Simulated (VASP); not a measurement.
Here is a VASP 6.6.1 calculation.

The input POSCAR:

```
H2CO
1.0
    8.4809260000      0.0000000000      0.0000000000
    0.0000000000      8.4809260000      0.0000000000
    0.0000000000      0.0000000000      8.4809260000
O C H
10 10 20
Direct
    0.4654504261      0.4310120641      0.8755760469
    0.8257083202      0.1666806956      0.5941257114
    0.5826943401      0.7307766385      0.6097833261
    0.7368191688      0.7248601609      0.0914179082
    0.1803864435      0.3704757751      0.2985783245
    0.1810202927      0.1442886626      0.8172226754
    0.0975359385      0.8612973313      0.3602644048
    0.7868023061      0.1705615826      1.0988527320
    0.1225173194      0.6643189704      0.8574969989
    0.5354350530      0.4161274702      0.3392386988
    0.4638566212      0.5603963579      0.9353815044
    0.9090975592      0.1600642095      0.4786138440
    0.6317446255      0.8156494052      0.5063203875
    0.7468467376      0.8327856488     -0.0006569525
    0.2685860945      0.2941766073      0.2170902497
    0.2821518499      0.1642365235      0.7202084531
    0.1275303629      0.7952227895      0.2378613931
    0.7550566369      0.2399212696      0.9789068347
    0.1184107467      0.5820005602      0.7417997182
    0.5649216438      0.3656064168      0.4685748373
    0.4671490166      0.6676686665      0.8609522249
    0.4637759094      0.5762554263      1.0653358388
    0.8756835034      0.0892702919      0.3746672768
    1.0214072294      0.2257146818      0.4713101504
    0.7332520217      0.8950158448      0.5262585336
    0.5746783945      0.8223621810      0.3888904670
    0.6548454274      0.9253796343     -0.0051252087
    0.8480706809      0.8441588441     -0.0825228039
    0.3145339151      0.3394989565      0.1042496908
    0.3058025697      0.1734574162      0.2521981542
    0.3977903846      0.1022139661      0.7237587725
    0.2700092607      0.2470399094      0.6191361583
    0.1466195662      0.8604837448      0.1258563754
    0.1391278996      0.6654314768      0.2272108094
    0.7892242347      0.3642840020      0.9580475193
    0.6878015281      0.1817486676      0.8830232764
    0.1432970953      0.6299577631      0.6227950159
    0.0855447466      0.4555697348      0.7482041794
    0.6208151698      0.4377114956      0.5612242449
    0.5351004598      0.2427416567      0.5011657282
```

INCAR.step1

```
PREC = Accurate ; ENCUT = 520
ISMEAR = -1 ; SIGMA = 0.02
LREAL = Auto ; LASPH = True
NELM = 60 ; NBANDS = 86
GGA = PE ; ALGO = Normal
EDIFF = 1E-4 ; LWAVE = True
LCHARG = False
```

The input INCAR.step2:

```
PREC = Accurate ; ENCUT = 520
EDIFF = 1E-7 ; ISMEAR = -1
SIGMA = 0.02 ; LREAL = Auto
LASPH = True ; NELM = 60
ALGO = Normal ; ISIF = 2
LWAVE = False ; LCHARG = True
METAGGA = R2SCAN ; LMIXTAU = True
LELF = True ; LVHAR = True
NBANDS = 86 ; ISTART = 1
```

KPOINTS

```
regular mesh
0
Gamma
  1 1 1
```

Potentials or basis: VASP PAW PBE potentials, release 64 (O, C, H).

Run with:

```bash
$ cat potpaw_PBE.64/O/POTCAR potpaw_PBE.64/C/POTCAR potpaw_PBE.64/H/POTCAR > POTCAR
$ cp INCAR.step1 INCAR
$ mpirun -np 1 vasp_gam > vasp.out
$ cp INCAR.step2 INCAR
$ mpirun -np 1 vasp_gam > vasp.out
```

(1) Predict the largest force.

(2) What does it give for the pressure?

(3) What does it give for the band gap on the k mesh?

## Answers

(1) 0.916 eV/Å.

(2) 0.2 GPa.

(3) 3.46 eV.

Caveat: the k points lie up to 0.74 Å⁻¹ apart; the PAW data sets were made with another functional, which shifts forces and pressure a little.
